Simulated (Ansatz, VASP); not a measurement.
**KCl: VASP beside Ansatz**

POSCAR

```
KCl
1.0
    0.0000000000      3.3317912246      2.8320225409
    3.3317912246      0.0000000000      2.8320225409
    3.3317912246      3.3317912246      0.0000000000
K Cl
1 1
Direct
    0.0000000000      0.0000000000      0.0000000000
    0.5000000000      0.5000000000      0.5000000000
```

The input INCAR.step1:

```
PREC = Accurate
ENCUT = 520
ISMEAR = 0
SIGMA = 0.05
LREAL = False
LASPH = True
NELM = 80
NBANDS = 15
GGA = PE
ALGO = Normal
EDIFF = 1E-4
LWAVE = True
LCHARG = False
```

File INCAR.step2:

```
PREC = Accurate
ENCUT = 520
EDIFF = 1E-7
ISMEAR = 0
SIGMA = 0.05
LREAL = False
LASPH = True
NELM = 80
ALGO = Normal
ISIF = 2
LWAVE = False
LCHARG = True
METAGGA = R2SCAN
LMIXTAU = True
LELF = True
LVHAR = True
NBANDS = 15
ISTART = 1
```

KPOINTS

```
regular mesh
0
Gamma
  8 8 8
```

Input for Ansatz:

```yaml
crystal:
  lattice:
    - [0.0, 3.3317912246, 2.8320225409]
    - [3.3317912246, 0.0, 2.8320225409]
    - [3.3317912246, 3.3317912246, 0.0]
  atoms:
    - { symbol: K, position: [0.0, 0.0, 0.0] }
    - { symbol: Cl, position: [0.5, 0.5, 0.5] }
basis:
  ecutwfc: 500
kpoints:
  mp_grid: { grid: [8, 8, 8] }
hamiltonian:
  xc: r2scan
scf:
  occupations: { method: gaussian, width: 0.05 }
output:
  forces: true
  stress: true
  eigenvalues: true
```

Alike in both runs: task single point; functional r2SCAN; k mesh 8 × 8 × 8; occupations gaussian, width 0.05 eV; no spin polarisation.

```csv
,VASP,Ansatz
version,VASP 6.6.1,Ansatz 0.2.0
potentials or method,"VASP PAW PBE potentials, release 64 (K_sv, Cl), cutoff 520 eV","scalar-relativistic, plane waves, PAW"
valence electrons in the cell,16,16
```

|  | VASP | Ansatz | Ansatz less VASP |
| --- | --- | --- | --- |
| gap on the k mesh at the Fermi level (eV) | 5.53 | 5.52 | -0.003 |
| least direct gap on the mesh (eV) | 5.53 | 5.52 | -0.003 |
| pressure (GPa) | 1.6 | 1.6 | +0.01 |
| traceless stress, the component that is largest in VASP (GPa) | 6.29 | 6.21 | -0.086 |

VASP's potentials were made for PBE, not for r2SCAN.
